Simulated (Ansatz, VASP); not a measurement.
**One calculation of Be, two programs**

```
Be
1.0
     3.67033    0.00000    0.00000
     0.00000    3.67033    0.00000
     0.00000    0.00000    2.23471
Be
4
Cartesian
  1.0916 1.0916 0.0000
  2.5787 2.5787 0.0000
  0.7436 2.9267 1.1174
  2.9267 0.7436 1.1174
```

Change from the starting cell: volume scaled by 0.94, PAW files.

Alike in both runs: task electric field gradients; functional PBEsol; k mesh 9 × 9 × 14; occupations fermi-dirac, width 0.05 eV; no spin polarisation.

|  | VASP | Ansatz |
| --- | --- | --- |
| version | VASP 6.6.1 | Ansatz 0.2.0 |
| potentials or method | VASP PAW PBE potentials, release 64 (Be) | PAW with Ansatz's default frozen-core files, scalar-relativistic |
| plane-wave cutoff (eV) | 520 | 420 |
| valence electrons in the cell | 8 | 8 |

Ansatz gave:

```
pressure (GPa)                                                : 6.9
traceless stress, the component that is largest in VASP (GPa) : -0.29
rms of the force components (eV/Å)                            : 0.022
size of Vzz on the site where it differs most (V/Å²)          : 1.4
```

Q: What did VASP give for the same quantities?

A: Pressure (GPa): 7.3; traceless stress, the component that is largest in VASP (GPa): -0.28; rms of the force components (eV/Å): 0.024; size of Vzz on the site where it differs most (V/Å²): 1.8.

VASP's potentials were made for PBE, not for PBEsol. Atom by atom the forces differ by 0.002 eV/Å (rms over components).
